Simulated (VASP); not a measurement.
# WS2 (R3m) in VASP: single point with r2SCAN+U

Aim: the single point of WS2 with r2SCAN+U.

All numbers are computed with VASP 6.6.1; they aren't measurements. Logs are shortened: lines on timing, memory, paths and dates and some standing lists are left out, and cuts for length are marked.

## Step 1: The cell of the first run

Symmetry: R3m, No. 160, trigonal system. Conventional cell: a = 3.158 Å, b = 3.158 Å, c = 18.490 Å, α = 90.00°, β = 90.00°, γ = 120.00°. Within 3.2 Å of W (site symmetry 3m) lie 6 S at 2.39 to 2.42 Å and 6 W at 3.16 Å. S (site symmetry 3m) has 3 W at 2.39 Å and 7 S at 3.13 to 3.16 Å within 3.2 Å. S (site symmetry 3m) has 3 W at 2.42 Å and 7 S at 3.13 to 3.16 Å within 3.2 Å.

## Step 2: Single point, r2SCAN+U, collinear spin, ferromagnetic start

File POSCAR:

```
WS2
1.0
    1.5790001700      0.9116361700      6.1633291500
   -1.5790001700      0.9116361700      6.1633291500
    0.0000000000     -1.8232723400      6.1633291500
W S
1 2
Direct
    0.0000000000      0.0000000000      0.0000000000
    0.7503000000      0.7503000000      0.7503000000
    0.5810000000      0.5810000000      0.5810000000
```

File INCAR.step1:

```
ALGO = Normal
EDIFF = 1E-4
ENCUT = 520
GGA = PE
ISMEAR = 0
ISPIN = 2
LASPH = T
LCHARG = F
LDAU = T
LDAUJ = 0.5 0
LDAUL = 2 -1
LDAUTYPE = 1
LDAUU = 2.5 0
LMAXMIX = 4
LREAL = F
LWAVE = T
MAGMOM = 2 0 0
NBANDS = 24
NELM = 150
PREC = Accurate
SIGMA = 0.05
```

File INCAR.step2:

```
ALGO = Normal
EDIFF = 1E-6
ENCUT = 520
ISIF = 2
ISMEAR = 0
ISPIN = 2
ISTART = 1
LASPH = T
LCHARG = F
LDAU = T
LDAUJ = 0.5 0
LDAUL = 2 -1
LDAUPRINT = 1
LDAUTYPE = 1
LDAUU = 2.5 0
LMAXMIX = 4
LMIXTAU = T
LORBIT = 11
LREAL = F
LWAVE = F
MAGMOM = 2 0 0
METAGGA = R2SCAN
NBANDS = 24
NELM = 150
PREC = Accurate
SIGMA = 0.05
```

File KPOINTS:

```
k-points
0
Gamma
  7 7 7
```

Potentials or basis: VASP PAW PBE potentials, release 64 (W_sv, S).

Launch:

```
$ cat potpaw_PBE.64/W_sv/POTCAR potpaw_PBE.64/S/POTCAR > POTCAR
$ cp INCAR.step1 INCAR
$ mpirun -np 1 vasp_std > vasp.out
$ cp INCAR.step2 INCAR
$ mpirun -np 1 vasp_std > vasp.out
```

OUTCAR:

```text
EDIFF = 1E-6
   ENCUT = 520
   ISIF = 2
   ISMEAR = 0
   ISPIN = 2
   ISTART = 1
   LASPH = T
   LORBIT = 11
   LREAL = F
   METAGGA = R2SCAN
   NELM = 150
   PREC = Accurate

 ion  position               nearest neighbor table
   1  0.000  0.000  0.000-   2 2.39   2 2.39   2 2.39   3 2.42   3 2.42   3 2.42
   2  0.750  0.750  0.750-   1 2.39   1 2.39   1 2.39
   3  0.581  0.581  0.581-   1 2.42   1 2.42   1 2.42

  LATTYP: Found a trigonal (rhomboedric) cell.
 ALAT       =     6.4273593532
 COS(alpha) =     0.8792939097

  Lattice vectors:

 A1 = (   1.5790001700,   0.9116361700,   6.1633291500)
 A2 = (  -1.5790001700,   0.9116361700,   6.1633291500)
 A3 = (   0.0000000000,  -1.8232723400,   6.1633291500)

Analysis of symmetry for initial positions (statically):
=====================================================================
 Subroutine PRICEL returns:
 Original cell was already a primitive cell.

 Routine SETGRP: Setting up the symmetry group for a
 trigonal (rhombohedral) supercell.

 Subroutine GETGRP returns: Found  6 space group operations
 (whereof  6 operations were pure point group operations)
 out of a pool of 12 trial point group operations.

The static configuration has the point symmetry C_3v.

Analysis of symmetry for dynamics (positions and initial velocities):
=====================================================================
 Subroutine PRICEL returns:
 Original cell was already a primitive cell.

 Routine SETGRP: Setting up the symmetry group for a
 trigonal (rhombohedral) supercell.

 Subroutine GETGRP returns: Found  6 space group operations
 (whereof  6 operations were pure point group operations)
 out of a pool of 12 trial point group operations.

The dynamic configuration has the point symmetry C_3v.

Analysis of structural, dynamic, and magnetic symmetry:
=====================================================================
 Subroutine PRICEL returns:
 Original cell was already a primitive cell.

 Routine SETGRP: Setting up the symmetry group for a
 trigonal (rhombohedral) supercell.

 Subroutine GETGRP returns: Found  6 space group operations
 (whereof  6 operations were pure point group operations)
 out of a pool of 12 trial point group operations.

The overall configuration has the point symmetry C_3v.

 Subroutine INISYM returns: Found  6 space group operations
 (whereof  6 operations are pure point group operations),
 and found     1 'primitive' translations

----------------------------------------------------------------------------------------

                                     Primitive cell

  volume of cell :      53.2317

  direct lattice vectors                    reciprocal lattice vectors
     1.579000170  0.911636170  6.163329150     0.316656077  0.182821472  0.054083325
    -1.579000170  0.911636170  6.163329150    -0.316656077  0.182821472  0.054083325
     0.000000000 -1.823272340  6.163329150     0.000000000 -0.365642944  0.054083325

  length of vectors
     6.427359353  6.427359353  6.427359352     0.369621114  0.369621114  0.369621115

  position of ions in fractional coordinates (direct lattice)
     0.000000000  0.000000000  0.000000000
     0.750300000  0.750300000  0.750300000
     0.581000000  0.581000000  0.581000000

  ion indices of the primitive-cell ions
   primitive index   ion index
                 1           1
                 2           2
                 3           3

----------------------------------------------------------------------------------------

 KPOINTS: k-points
[... 73 lines left out ...]
   NFREE  =      0    steps in history (QN), initial steepest desc. (CG)
   ISIF   =      2    stress and relaxation
   ISYM   =      2    0-nonsym 1-usesym 2-fastsym
   POTIM  = 0.5000    time-step for ionic-motion
   TEBEG  =    0.0;   TEEND  =   0.0 temperature during run
   PSTRESS=    0.0 pullay stress
   NELECT =      26.0000    total number of electrons
   NUPDOWN=      -1.0000    fix difference up-down
   EMIN   =  10.00;   EMAX   =-10.00  energy-range for DOS
   EFERMI =   0.00;   METHOD = LEGACY
   ISMEAR =     0;   SIGMA  =   0.05  broadening in eV -4-tet -1-fermi 0-gaus
   EFERMI_NEDOS =   21; number of points for ismear=-14 and -15
   IALGO  =     38    algorithm
   IMIX   =      4    mixing-type and parameters
     AMIX     =   0.40;   BMIX     =  1.00
     AMIX_MAG =   1.60;   BMIX_MAG =  1.00
  volume/ion in A,a.u.               =      17.74       119.74
  Fermi-wavevector in a.u.,A,eV,Ry     =   1.289266  2.436359 22.615694  1.662207
  Thomas-Fermi vector in A             =   2.421169
   LORBIT       =     11    0 simple, 1 ext, 2 COOP (PROOUT), +10 PAW based schemes
 LDA+U is selected, type is set to LDAUTYPE =  1
   angular momentum for each species LDAUL =     2   -1
   U (eV)           for each species LDAUU =   2.5  0.0
   J (eV)           for each species LDAUJ =   0.5  0.0
   METAGGA = R2SCAN    functional components
   LHFCALC =     F    Hartree Fock is set to
   AEXX    =    0.0000 exact exchange contribution
   IVDW    =     0    specifies the selected vdW correction
   LEPSILON=     F    determine dielectric tensor
   LRPA    =     F    only Hartree local field effects (RPA)
 spin polarized calculation
 Gauss-broadening in eV      SIGMA  =   0.05
  energy-cutoff  :      520.00
  volume of cell :       53.23
 maximum number of plane-waves:      1442
   NGX = 23   NGY = 23   NGZ = 23

 number of electron      26.0000001 magnetization       0.0000000

atom =   1  type =  1  l = 2

 onsite density matrix

spin component  1

  0.3373 -0.0000 -0.0000  0.0024 -0.0000
 -0.0000  0.3230 -0.0000  0.0000  0.0024
 -0.0000 -0.0000  0.3640  0.0000 -0.0000
  0.0024  0.0000  0.0000  0.3230 -0.0000
 -0.0000  0.0024 -0.0000 -0.0000  0.3373

spin component  2

  0.3373 -0.0000 -0.0000  0.0024 -0.0000
 -0.0000  0.3230 -0.0000  0.0000  0.0024
 -0.0000 -0.0000  0.3640  0.0000 -0.0000
  0.0024  0.0000  0.0000  0.3230 -0.0000
 -0.0000  0.0024 -0.0000 -0.0000  0.3373

 occupancies and eigenvectors

  o =  0.3226  v =  0.0000  0.9872 -0.0000 -0.0000 -0.1596  0.0000  0.0000  0.0000  0.0000  0.0000      0.0000  0.0000  0.0000  0.0000  0.0000  0.0000  0.0000  0.0000  0.0000  0.0000
  o =  0.3226  v = -0.1596  0.0000 -0.0000  0.9872 -0.0000  0.0000  0.0000  0.0000  0.0000  0.0000      0.0000  0.0000  0.0000  0.0000  0.0000  0.0000  0.0000  0.0000  0.0000  0.0000
  o =  0.3226  v =  0.0000  0.0000  0.0000  0.0000  0.0000  0.0000  0.9872 -0.0000 -0.0000 -0.1596      0.0000  0.0000  0.0000  0.0000  0.0000  0.0000  0.0000  0.0000  0.0000  0.0000
  o =  0.3226  v =  0.0000  0.0000  0.0000  0.0000  0.0000 -0.1596  0.0000 -0.0000  0.9872 -0.0000      0.0000  0.0000  0.0000  0.0000  0.0000  0.0000  0.0000  0.0000  0.0000  0.0000
  o =  0.3377  v =  0.0000  0.1596  0.0000  0.0000  0.9872  0.0000  0.0000  0.0000  0.0000  0.0000      0.0000  0.0000  0.0000  0.0000  0.0000  0.0000  0.0000  0.0000  0.0000  0.0000
  o =  0.3377  v = -0.9872  0.0000  0.0000 -0.1596  0.0000  0.0000  0.0000  0.0000  0.0000  0.0000      0.0000  0.0000  0.0000  0.0000  0.0000  0.0000  0.0000  0.0000  0.0000  0.0000
  o =  0.3377  v =  0.0000  0.0000  0.0000  0.0000  0.0000  0.0000  0.1596  0.0000  0.0000  0.9872      0.0000  0.0000  0.0000  0.0000  0.0000  0.0000  0.0000  0.0000  0.0000  0.0000
  o =  0.3377  v =  0.0000  0.0000  0.0000  0.0000  0.0000 -0.9872  0.0000  0.0000 -0.1596  0.0000      0.0000  0.0000  0.0000  0.0000  0.0000  0.0000  0.0000  0.0000  0.0000  0.0000
  o =  0.3640  v =  0.0000  0.0000 -1.0000  0.0000  0.0000  0.0000  0.0000  0.0000  0.0000  0.0000      0.0000  0.0000  0.0000  0.0000  0.0000  0.0000  0.0000  0.0000  0.0000  0.0000
  o =  0.3640  v =  0.0000  0.0000  0.0000  0.0000  0.0000  0.0000  0.0000 -1.0000  0.0000  0.0000      0.0000  0.0000  0.0000  0.0000  0.0000  0.0000  0.0000  0.0000  0.0000  0.0000

 number of electron      26.0000001 magnetization      -0.0000000

 Free energy of the ion-electron system (eV)
  ---------------------------------------------------
  ext. energy  EPLUGINS =         0.00000000
  ---------------------------------------------------
  free energy    TOTEN  =       -67.80615936 eV

  energy without entropy =      -67.80615936  energy(sigma->0) =      -67.80615936

 E-fermi :   7.6966     XC(G=0): -11.6686

 val. band max:        7.4240791127   @ k =   0.4286   0.4286   0.4286
 cond. band min:       8.6865237611   @ k =  -0.1429   0.1429   0.0000
 fundamental gap:      1.2624446484
 Fermi energy:         7.6966370065

 spin component 1

 k-point     1 :       0.0000    0.0000    0.0000
  band No.  band energies     occupation
      1     -69.4803      1.00000
      2     -33.0658      1.00000
      3     -32.8903      1.00000
      4     -32.8903      1.00000
      5      -9.0216      1.00000
      6      -6.9352      1.00000
[... 1289 lines left out ...]
     23      19.2368      0.00000
     24      20.0102      0.00000

 [... further k-points ...]

------------------------ aborting loop because EDIFF is reached ----------------------------------------

  FORCE on cell =-STRESS in cart. coord.  units (eV):
  Direction    XX          YY          ZZ          XY          YZ          ZX
  --------------------------------------------------------------------------------------
  -------------------------------------------------------------------------------------
  Total        1.5914347      1.5914347      1.2447881      0.0000000      0.0000000      0.0000000
  in kB       47.8992882     47.8992879     37.4658574      0.0000000      0.0000000      0.0000000
  external PRESSURE =      44.4214778 kB  Pullay stress =       0.0000000 kB

 VOLUME and BASIS-vectors are now :
 -----------------------------------------------------------------------------
  energy-cutoff  :      520.00
  volume of cell :       53.23
      direct lattice vectors                 reciprocal lattice vectors
     1.579000170  0.911636170  6.163329150     0.316656077  0.182821472  0.054083325
    -1.579000170  0.911636170  6.163329150    -0.316656077  0.182821472  0.054083325
     0.000000000 -1.823272340  6.163329150     0.000000000 -0.365642944  0.054083325

 POSITION                                       TOTAL-FORCE (eV/Angst)
 -----------------------------------------------------------------------------------
      0.00000      0.00000      0.00000         0.000000     -0.000000     -0.632274
      0.00000      0.00000     13.87304         0.000000      0.000000      0.471496
      0.00000      0.00000     10.74268         0.000000     -0.000000      0.160778
 -----------------------------------------------------------------------------------
    total drift:                                0.000000      0.000000      0.000007

  FREE ENERGIE OF THE ION-ELECTRON SYSTEM (eV)
  ---------------------------------------------------
  free  energy   TOTEN  =       -67.8061593586 eV

  energy  without entropy=      -67.8061593586  energy(sigma->0) =      -67.80615936

 total charge

# of ion       s       p       d       tot
------------------------------------------
    1        2.319   6.344   3.316  11.979
    2        1.351   2.410   0.000   3.760
    3        1.352   2.393   0.000   3.745
--------------------------------------------------
tot          5.022  11.146   3.316  19.484

 magnetization (x)

# of ion       s       p       d       tot
------------------------------------------
    1        0.000   0.000  -0.000  -0.000
    2        0.000   0.000   0.000   0.000
    3        0.000   0.000   0.000   0.000
--------------------------------------------------
tot          0.000   0.000  -0.000   0.000
```

Run time: 36 min. Hardware: 1 thread of AMD EPYC 7R13, shared host; peak memory 0.47 GiB.

What came out:

* Free energy: -67.8062 eV
* Pressure: 4.4 GPa
* Largest force: 0.632 eV/Å
* Band gap on the k mesh: 1.26 eV, indirect (least direct gap 2.47 eV)
* Net moment: 0.00 μB per cell
* Valence electrons inside the program's atomic spheres: W 11.98; S 3.76, 3.75

Forces on the atoms (eV/Å):
```
W    0.000  0.000 -0.632
S    0.000  0.000  0.471
S    0.000  0.000  0.161
```

Eigenvalues of the final occupation matrices:
| site | spin | trace | eigenvalues |
| --- | --- | --- | --- |
| site 1 d | 1 | 1.68 | 0.32 0.32 0.34 0.34 0.36 |
| site 1 d | 2 | 1.68 | 0.32 0.32 0.34 0.34 0.36 |

Caveat: the PAW data sets were made with another functional, which shifts forces and pressure a little; spin-orbit coupling is left out, which moves the levels of the heavy elements. The state reached can hang on the start; a lower one may exist.
